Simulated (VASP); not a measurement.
# Al16Ru in VASP: notebook, part 2 of 2

VASP 6.6.1.

### Step 3. Single point, r2SCAN+D3(BJ)

POSCAR

```
Al16Ru
1.0
    5.7275650000      0.0000000000      0.0000000000
    2.8637820000      4.9602170000      0.0000000000
    0.0000000000      0.0000000000     18.0148060000
Al Ru
16 1
Direct
    0.0000000000      0.0000000000      0.0555098956
    0.5000000873      0.0000000000      0.0555098956
   -0.0000000504      0.5000001008      0.0555098956
    0.5000000369      0.5000001008      0.0555098956
    0.1662541843      0.1706733798      0.1813238511
    0.6700768392      0.1696907615      0.1793995450
    0.1659099967      0.6708508922      0.1820916084
    0.6628690835      0.6738600348      0.1819495586
   -0.1741358994      0.3481988792      0.3042747171
    0.3467166428      0.3365866856      0.3045879040
   -0.1772346019      0.8566963905      0.3076971798
    0.3184851772      0.8572469713      0.3133992672
   -0.0229278819      0.0493542924      0.4503760962
    0.5335332213     -0.0576706624      0.4507679405
    0.0320769874      0.5009571154      0.4195738217
    0.4723621923      0.5007143841      0.4363795536
   -0.2175178601      0.4982431212      0.5168422019
```

INCAR.step1

```
SYSTEM = Al16Ru
PREC = Accurate ; ENCUT = 520
ISMEAR = 0 ; SIGMA = 0.15
LREAL = Auto ; LASPH = .TRUE.
NELM = 100 ; NBANDS = 45
GGA = PE ; ALGO = Normal
EDIFF = 1E-4 ; LWAVE = .TRUE.
LCHARG = .FALSE.
```

INCAR.step2

```
SYSTEM = Al16Ru
PREC = Accurate ; ENCUT = 520
EDIFF = 1E-7 ; ISMEAR = 0
SIGMA = 0.15 ; LREAL = Auto
LASPH = .TRUE. ; NELM = 100
ALGO = Normal ; ISIF = 2
LWAVE = .FALSE. ; LCHARG = .FALSE.
METAGGA = R2SCAN ; LMIXTAU = .TRUE.
IVDW = 12 ; VDW_S6 = 1.0
VDW_S8 = 0.78981345 ; VDW_A1 = 0.49484001
VDW_A2 = 5.73083694 ; NBANDS = 45
ISTART = 1
```

KPOINTS

```
Automatic mesh
0
G
  3 3 1
  0 0 0
```

Potentials or basis: VASP PAW PBE potentials, release 64 (Al, Ru_pv).

Started as:

```console
$ cat potpaw_PBE.64/Al/POTCAR potpaw_PBE.64/Ru_pv/POTCAR > POTCAR
$ cp INCAR.step1 INCAR
$ mpirun -np 1 vasp_std > vasp.out
$ cp INCAR.step2 INCAR
$ mpirun -np 1 vasp_std > vasp.out
```

OUTCAR:

```text
SYSTEM = Al16Ru
   PREC = Accurate
   ENCUT = 520
   EDIFF = 1E-7
   ISMEAR = 0
   LREAL = Auto
   LASPH = .TRUE.
   NELM = 100
   ISIF = 2
   METAGGA = R2SCAN
   IVDW = 12
   ISTART = 1
 IVDW          = 12

 ion  position               nearest neighbor table
   1  0.000  0.000  0.056-   6 2.77   7 2.80   5 2.82   2 2.86   3 2.86   4 2.86   4 2.86   3 2.86
                             2 2.86
   2  0.500  0.000  0.056-   8 2.79   6 2.80   5 2.81   1 2.86   3 2.86   4 2.86   4 2.86   1 2.86
                             3 2.86
   3  1.000  0.500  0.056-   5 2.79   8 2.83   7 2.83   4 2.86   2 2.86   1 2.86   1 2.86   4 2.86
                             2 2.86
   4  0.500  0.500  0.056-   6 2.77   7 2.82   8 2.82   3 2.86   2 2.86   1 2.86   1 2.86   2 2.86
                             3 2.86
   5  0.166  0.171  0.181-   9 2.79   3 2.79   2 2.81  10 2.81   1 2.82  12 2.84   6 2.84   8 2.84
                             7 2.86   7 2.86   8 2.88   6 2.88
   6  0.670  0.170  0.179-  10 2.77   1 2.77   4 2.77  11 2.78   9 2.80   2 2.80   5 2.84   7 2.85
                             8 2.86   8 2.87   7 2.88   5 2.88
   7  0.166  0.671  0.182-  10 2.76   1 2.80   4 2.82   3 2.83  11 2.83   6 2.85   8 2.86   5 2.86
                             5 2.86   8 2.87   6 2.88  12 2.90
[... 225 lines left out ...]
      2     -40.1599      2.00000
      3     -40.0952      2.00000
      4      -8.8912      2.00000
      5      -7.6696      2.00000
      6      -5.9425      2.00000
[... 219 lines left out ...]
     42       5.5458      0.00000
     43       5.6992      0.00000
 [bands above 43 left out]

------------------------ aborting loop because EDIFF is reached ----------------------------------------

 Edisp (eV)   -2.05753

 E8    (eV) :    -0.7562

  FORCE on cell =-STRESS in cart. coord.  units (eV):
  Direction    XX          YY          ZZ          XY          YZ          ZX
  --------------------------------------------------------------------------------------
  -------------------------------------------------------------------------------------
  Total      -3.90810   -12.13568    -0.19517    -0.46819    -1.43903    -0.60617
  in kB     -12.23421   -37.99045    -0.61096    -1.46567    -4.50485    -1.89761
  external pressure =      -16.95 kB  Pullay stress =        0.00 kB

 VOLUME and BASIS-vectors are now :
 -----------------------------------------------------------------------------
  energy-cutoff  :      520.00
  volume of cell :      511.80
      direct lattice vectors                 reciprocal lattice vectors
     5.727565000  0.000000000  0.000000000     0.174594265 -0.100802024  0.000000000
     2.863782000  4.960217000  0.000000000     0.000000000  0.201604083  0.000000000
     0.000000000  0.000000000 18.014806000     0.000000000  0.000000000  0.055509896

 POSITION                                       TOTAL-FORCE (eV/Angst)
 -----------------------------------------------------------------------------------
      0.00000      0.00000      1.00000         0.044129      0.068533      0.083657
      2.86378      0.00000      1.00000        -0.008312     -0.051981      0.050415
      7.15946      2.48011      1.00000        -0.140899      0.023273     -0.079908
      4.29567      2.48011      1.00000         0.149745      0.046294     -0.067709
      1.44100      0.84658      3.26651        -0.007530      0.000654     -0.005303
      4.32387      0.84170      3.23185         0.005127      0.012882      0.012287
[... 9 lines left out ...]
      4.13942      2.48365      7.86129        -0.077305      0.022661     -0.138708
      5.90858      2.47139      9.31081        -0.105654     -0.333000     -0.026883
 -----------------------------------------------------------------------------------
    total drift:                                0.000117      0.012702      0.008898

  FREE ENERGIE OF THE ION-ELECTRON SYSTEM (eV)
  ---------------------------------------------------
  free  energy   TOTEN  =      -131.0021365621 eV

  energy  without entropy=     -130.9628958545  energy(sigma->0) =     -130.98251621
```

OSZICAR.step1:

```text
N       E                     dE             d eps       ncg     rms          rms(c)
DAV:   1     0.173517823099E+03    0.17352E+03   -0.23884E+04   530   0.107E+03
DAV:   2    -0.527427468613E+02   -0.22626E+03   -0.20855E+03   525   0.179E+02
DAV:   3    -0.683961638447E+02   -0.15653E+02   -0.14921E+02   636   0.378E+01
DAV:   4    -0.689633746675E+02   -0.56721E+00   -0.56374E+00   679   0.802E+00
DAV:   5    -0.689815035413E+02   -0.18129E-01   -0.18122E-01   669   0.146E+00    0.951E+00
DAV:   6    -0.663985076558E+02    0.25830E+01   -0.86992E+00   488   0.123E+01    0.525E+00
DAV:   7    -0.660025636419E+02    0.39594E+00   -0.37621E+00   515   0.123E+01    0.583E+00
DAV:   8    -0.657006686977E+02    0.30189E+00   -0.24382E+00   548   0.825E+00    0.255E+00
DAV:   9    -0.654185715284E+02    0.28210E+00   -0.56985E-01   559   0.503E+00    0.914E-01
DAV:  10    -0.653811001070E+02    0.37471E-01   -0.11844E-01   532   0.132E+00    0.597E-01
DAV:  11    -0.653651352397E+02    0.15965E-01   -0.25158E-02   540   0.687E-01    0.306E-01
DAV:  12    -0.653583041725E+02    0.68311E-02   -0.63522E-03   572   0.304E-01    0.183E-01
DAV:  13    -0.653554759945E+02    0.28282E-02   -0.30491E-03   604   0.147E-01    0.913E-02
DAV:  14    -0.653565124180E+02   -0.10364E-02   -0.21955E-03   514   0.119E-01    0.576E-02
DAV:  15    -0.653595232015E+02   -0.30108E-02   -0.10139E-03   455   0.127E-01    0.412E-02
DAV:  16    -0.653607242837E+02   -0.12011E-02   -0.31120E-04   428   0.773E-02    0.118E-02
DAV:  17    -0.653611616062E+02   -0.43732E-03   -0.80910E-05   396   0.428E-02    0.751E-03
DAV:  18    -0.653612472632E+02   -0.85657E-04   -0.22225E-05   364   0.235E-02
   1 F= -.65361247E+02 E0= -.65342442E+02  d E =-.376115E-01
```

Run time: 20 min. Hardware: 1 thread of Intel Xeon Platinum 8559C (Emerald Rapids), shared host; peak memory 0.76 GiB.

Results:

| Quantity | Value |
| --- | --- |
| Free energy | -131.0021 eV |
| Largest force | 0.350 eV/Å |
| Band gap on the k mesh | zero (bands 31 and 32 overlap by 0.43 eV) |
| Dispersion energy per atom | -0.121 eV |

Forces in eV/Å, atoms in the order of the input:
```
Al   0.044  0.069  0.084
Al  -0.008 -0.052  0.050
Al  -0.141  0.023 -0.080
Al   0.150  0.046 -0.068
Al  -0.008  0.001 -0.005
Al   0.005  0.013  0.012
Al   0.004  0.008  0.004
Al   0.007  0.017  0.003
Al   0.017  0.007 -0.013
Al  -0.037  0.025 -0.011
Al   0.045  0.031  0.033
Al   0.028  0.016 -0.011
Al   0.054  0.057 -0.013
Al  -0.014  0.001  0.055
Al   0.037  0.050  0.126
Al  -0.077  0.023 -0.139
Ru  -0.106 -0.333 -0.027
```

Caveat: the k points lie up to 0.42 Å⁻¹ apart; the PAW data sets were made with another functional, which shifts forces and pressure a little.

### Step 4. Single point, r2SCAN+D3(BJ)

POSCAR

```
Al16Ru
1.0
    5.7275650000      0.0000000000      0.0000000000
    2.8637820000      4.9602170000      0.0000000000
    0.0000000000      0.0000000000     18.0148060000
Al Ru
16 1
Direct
    0.0000000000      0.0000000000      0.0555098956
    0.5000000873      0.0000000000      0.0555098956
   -0.0000000504      0.5000001008      0.0555098956
    0.5000000369      0.5000001008      0.0555098956
    0.1659148028      0.1632212865      0.1820891105
    0.6700877641      0.1601968220      0.1793990454
    0.1662623868      0.6630478062      0.1813285139
    0.6628727102      0.6632552568      0.1819496696
   -0.1772390615      0.3204853739      0.3076803047
    0.3467469274      0.3166349375      0.3045932884
   -0.1741114196      0.8258674973      0.3042836542
    0.3184887994      0.8242312786      0.3134025978
   -0.0229174701     -0.0266573015      0.4503759297
    0.4723599179      0.0267359271      0.4364101950
    0.0320805712      0.4667378463      0.4195654397
    0.5335441007      0.5239311103      0.4507569496
   -0.2174606282      0.7189925360      0.5168479194
```

INCAR.step1

```
SYSTEM = Al16Ru
PREC = Accurate
ENCUT = 520
ISMEAR = 0
SIGMA = 0.15
LREAL = Auto
LASPH = .TRUE.
NELM = 100
NBANDS = 45
GGA = PE
ALGO = Normal
EDIFF = 1E-4
LWAVE = .TRUE.
LCHARG = .FALSE.
```

INCAR.step2

```
SYSTEM = Al16Ru
PREC = Accurate
ENCUT = 520
EDIFF = 1E-6
ISMEAR = 0
SIGMA = 0.15
LREAL = Auto
LASPH = .TRUE.
NELM = 100
ALGO = Normal
ISIF = 2
LWAVE = .FALSE.
LCHARG = .FALSE.
METAGGA = R2SCAN
LMIXTAU = .TRUE.
IVDW = 12
VDW_S6 = 1.0
VDW_S8 = 0.78981345
VDW_A1 = 0.49484001
VDW_A2 = 5.73083694
NBANDS = 45
ISTART = 1
```

KPOINTS is that of step 3.

Started as:

```console
$ cat potpaw_PBE.64/Al/POTCAR potpaw_PBE.64/Ru_pv/POTCAR > POTCAR
$ cp INCAR.step1 INCAR
$ mpirun -np 1 vasp_std > vasp.out
$ cp INCAR.step2 INCAR
$ mpirun -np 1 vasp_std > vasp.out
```

It took 15 min on 1 thread of Intel Xeon Platinum 8559C (Emerald Rapids), shared host; peak memory 0.77 GiB.

Results (log left out):

```
Free energy                : -131.0017 eV
Largest force              : 0.351 eV/Å
Band gap on the k mesh     : zero (bands 31 and 32 overlap by 0.43 eV)
Dispersion energy per atom : -0.121 eV
```

Forces on the atoms (eV/Å):
```
Al  -0.037 -0.072  0.084
Al   0.035 -0.153 -0.068
Al  -0.091  0.110 -0.080
Al   0.041  0.033  0.050
Al  -0.005 -0.008  0.004
Al  -0.009 -0.011  0.012
Al  -0.004  0.006 -0.005
Al  -0.011 -0.014  0.003
Al  -0.004 -0.055  0.033
Al  -0.040  0.019 -0.010
Al   0.003 -0.018 -0.013
Al   0.001 -0.032 -0.011
Al  -0.023 -0.075 -0.012
Al  -0.058  0.055 -0.139
Al  -0.025 -0.058  0.126
Al  -0.008  0.012  0.055
Ru   0.235  0.259 -0.028
```

Levels at points of the mesh, in eV from the Fermi level:
```csv
k point,band 27,band 28,band 29,band 30,band 31,band 32,band 33,band 34,band 35,band 36
"(0.00, 0.00, 0.00)",-1.49,-1.38,-1.20,-0.98,-0.90,-0.27,0.08,0.54,0.61,0.67
```

Caveat: the k points lie up to 0.42 Å⁻¹ apart; the PAW data sets were made with another functional, which shifts forces and pressure a little.

### Step 5. Single point, r2SCAN+D3(BJ)

POSCAR

```
Al16Ru
1.0
    5.7275650000      0.0000000000      0.0000000000
    2.8637820000      4.9602170000      0.0000000000
    0.0000000000      0.0000000000     18.0148060000
Al Ru
16 1
Direct
    0.0000000000      0.0000000000      0.0555098956
    0.5000000873      0.0000000000      0.0555098956
   -0.0000000504      0.5000001008      0.0555098956
    0.5000000369      0.5000001008      0.0555098956
    0.1656449954      0.1597504706      0.1816443652
    0.6663739676      0.1591125953      0.1795347116
    0.1676648553      0.6608878200      0.1809874056
    0.6625155685      0.6613188496      0.1812494123
   -0.1789384295      0.3235041935      0.3060968295
    0.3389932424      0.3214847254      0.3051944051
   -0.1689473876      0.8223349906      0.3038061581
    0.3377711758      0.8142877620      0.3105336244
   -0.0158472095      0.0085330944      0.4324819818
    0.4791784648      0.0284348447      0.4345383458
    0.0088059813      0.4686059098      0.4226910909
    0.4861116825      0.5511424198      0.4660569756
   -0.1612441033      0.7815266953      0.5137085018
```

INCAR.step1

```
PREC = Accurate
ENCUT = 520
ISMEAR = 0
SIGMA = 0.15
LREAL = Auto
LASPH = True
NELM = 80
NBANDS = 45
GGA = PE
ALGO = Normal
EDIFF = 1E-4
LWAVE = True
LCHARG = False
```

INCAR.step2

```
PREC = Accurate
ENCUT = 520
EDIFF = 1E-6
ISMEAR = 0
SIGMA = 0.15
LREAL = Auto
LASPH = True
NELM = 80
ALGO = Normal
ISIF = 2
LWAVE = False
LCHARG = False
METAGGA = R2SCAN
LMIXTAU = True
IVDW = 12
VDW_S6 = 1.0
VDW_S8 = 0.78981345
VDW_A1 = 0.49484001
VDW_A2 = 5.73083694
NBANDS = 45
ISTART = 1
```

KPOINTS

```
regular mesh
0
Gamma
  3 3 1
```

Potentials or basis: VASP PAW PBE potentials, release 64 (Al, Ru_pv).

Started as:

```console
$ cat potpaw_PBE.64/Al/POTCAR potpaw_PBE.64/Ru_pv/POTCAR > POTCAR
$ cp INCAR.step1 INCAR
$ mpirun -np 1 vasp_std > vasp.out
$ cp INCAR.step2 INCAR
$ mpirun -np 1 vasp_std > vasp.out
```

OUTCAR:

```text
PREC = Accurate
   ENCUT = 520
   EDIFF = 1E-6
   ISMEAR = 0
   LREAL = Auto
   LASPH = True
   NELM = 80
   ISIF = 2
   METAGGA = R2SCAN
   IVDW = 12
   ISTART = 1
 IVDW          = 12

 ion  position               nearest neighbor table
   1  0.000  0.000  0.056-   6 2.78   5 2.79   7 2.82   2 2.86   3 2.86   4 2.86   4 2.86   3 2.86
                             2 2.86
   2  0.500  0.000  0.056-   6 2.76   5 2.81   8 2.82   1 2.86   3 2.86   4 2.86   4 2.86   1 2.86
                             3 2.86
[... 472 lines left out ...]
  -------------------------------------------------------------------------------------
  Total     -11.12053    -6.36462     0.58645    -1.00199     0.74081     0.37514
  in kB     -34.81255   -19.92428     1.83587    -3.13671     2.31908     1.17437
  external pressure =      -17.63 kB  Pullay stress =        0.00 kB

 VOLUME and BASIS-vectors are now :
 -----------------------------------------------------------------------------
  energy-cutoff  :      520.00
  volume of cell :      511.80
      direct lattice vectors                 reciprocal lattice vectors
     5.727565000  0.000000000  0.000000000     0.174594265 -0.100802024  0.000000000
     2.863782000  4.960217000  0.000000000     0.000000000  0.201604083  0.000000000
     0.000000000  0.000000000 18.014806000     0.000000000  0.000000000  0.055509896

 POSITION                                       TOTAL-FORCE (eV/Angst)
 -----------------------------------------------------------------------------------
      0.00000      0.00000      1.00000        -0.071380     -0.082527     -0.035489
      2.86378      0.00000      1.00000         0.030244     -0.101291     -0.080006
      7.15946      2.48011      1.00000        -0.031726      0.074176     -0.076001
      4.29567      2.48011      1.00000        -0.006824     -0.020848      0.044945
      1.40623      0.79240      3.27229        -0.013393      0.030532      0.024224
      4.27236      0.78923      3.23428         0.019287     -0.014980      0.007300
[... 9 lines left out ...]
      4.36259      2.73379      8.39593         0.152294      0.024415      0.056164
      7.04215      3.87654      9.25436        -0.100526      0.099116     -0.077461
 -----------------------------------------------------------------------------------
    total drift:                               -0.004809     -0.002874      0.007717

  FREE ENERGIE OF THE ION-ELECTRON SYSTEM (eV)
  ---------------------------------------------------
  free  energy   TOTEN  =      -130.9752771681 eV

  energy  without entropy=     -130.9394681532  energy(sigma->0) =     -130.95737266
```

OUTCAR.step1:

```text
PREC = Accurate
   ENCUT = 520
   ISMEAR = 0
   LREAL = Auto
   LASPH = True
   NELM = 80
[... 496 lines left out ...]
      1.40623      0.79240      3.27229        -0.016393      0.024399     -0.000089
      4.27236      0.78923      3.23428         0.020595     -0.010763     -0.026505
[... 9 lines left out ...]
      4.36259      2.73379      8.39593         0.109520     -0.028818      0.234896
      7.04215      3.87654      9.25436        -0.077722      0.103249      0.364833
 -----------------------------------------------------------------------------------
    total drift:                               -0.005309     -0.003607      0.003708

  FREE ENERGIE OF THE ION-ELECTRON SYSTEM (eV)
  ---------------------------------------------------
  free  energy   TOTEN  =       -65.3429423689 eV

  energy  without entropy=      -65.3114451253  energy(sigma->0) =      -65.32719375
```

Wall time 13 min (1 thread of Intel Xeon Platinum 8559C (Emerald Rapids), shared host); peak memory 0.74 GiB.

Results:

| Quantity | Value |
| --- | --- |
| Free energy | -130.9753 eV |
| Largest force | 0.170 eV/Å |
| Band gap on the k mesh | zero (bands 31 and 32 overlap by 0.46 eV) |
| Dispersion energy per atom | -0.121 eV |

Forces in eV/Å, atoms in the order of the input:
```
Al  -0.071 -0.083 -0.035
Al   0.030 -0.101 -0.080
Al  -0.032  0.074 -0.076
Al  -0.007 -0.021  0.045
Al  -0.013  0.031  0.024
Al   0.019 -0.015  0.007
Al  -0.041  0.024  0.004
Al   0.052 -0.008 -0.030
Al   0.036 -0.062  0.012
Al  -0.015  0.014  0.032
Al   0.034  0.042 -0.067
Al  -0.049  0.081  0.094
Al  -0.004 -0.020  0.169
Al  -0.043  0.040 -0.043
Al   0.052 -0.121 -0.036
Al   0.152  0.024  0.056
Ru  -0.101  0.099 -0.077
```

Caveat: the k points lie up to 0.42 Å⁻¹ apart; the PAW data sets were made with another functional, which shifts forces and pressure a little.

### Step 6. Overview

```csv
cell,gap on the mesh (eV),largest force (eV/Å)
"as given, atomic positions A",none,0.17
"as given, atomic positions B",none,0.35
"as given, atomic positions C",none,0.35
"as given, atomic positions D",none,0.17
```

Alike in all rows: task single point; level r2SCAN+D3(BJ); potentials or basis VASP PAW PBE potentials, release 64 (Al, Ru_pv); no spin polarisation; k mesh 3 × 3 × 1; cutoff (eV) 520; smearing gaussian 0.15 eV.

Caveats: all runs use coarse meshes; the PAW data sets were made with another functional, which shifts forces and pressure a little.

Absolute energies hang on the potentials; compare differences alone.
